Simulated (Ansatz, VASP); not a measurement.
# One calculation of NaWF3, two programs

```
Na W F
1.0
     4.06375    0.00000    0.00000
     0.00000    4.06375    0.00000
     0.00000    0.00000    4.06375
Na W F
1 1 3
Direct
  0.00000 0.00000 0.00000
  0.50000 0.50000 0.50000
  0.50000 0.00000 0.00000
  0.00000 0.50000 0.00000
  0.00000 0.00000 0.50000
```

Alike in both runs: functional PBE; k mesh 10 × 10 × 10; occupations gaussian, width 0.1 eV; collinear spin.

Ansatz relaxed the structure, and its values are those at the end. VASP's run is a single point on that final structure, the one shown.

|  | VASP | Ansatz |
| --- | --- | --- |
| version | VASP 6.6.1 | Ansatz 0.2.0 |
| potentials or method | VASP PAW PBE potentials, release 64 (Na_pv, W_sv, F), cutoff 520 eV | scalar-relativistic, plane waves, PAW |
| valence electrons in the cell | 42 | 44 |

|  | VASP | Ansatz | Ansatz less VASP |
| --- | --- | --- | --- |
| gap on the k mesh at the Fermi level (eV) | none | none | - |
| pressure (GPa) | 0.2 | 0.0 | -0.14 |
| net moment per atom (μB) | 0.80 | 0.80 | 0.000 |
| size of the moment on the site where the two differ most (μB) | 3.18 | 3.07 | -0.112 |

Site moments also hang on the region over which each program counts them. A gap of «none» marks a metal or a gap that the smearing closes. VASP's potentials hold 42 valence electrons a cell and Ansatz's 44, so a difference there can come from the potentials and not from the codes.

Neither program's run includes spin-orbit coupling.
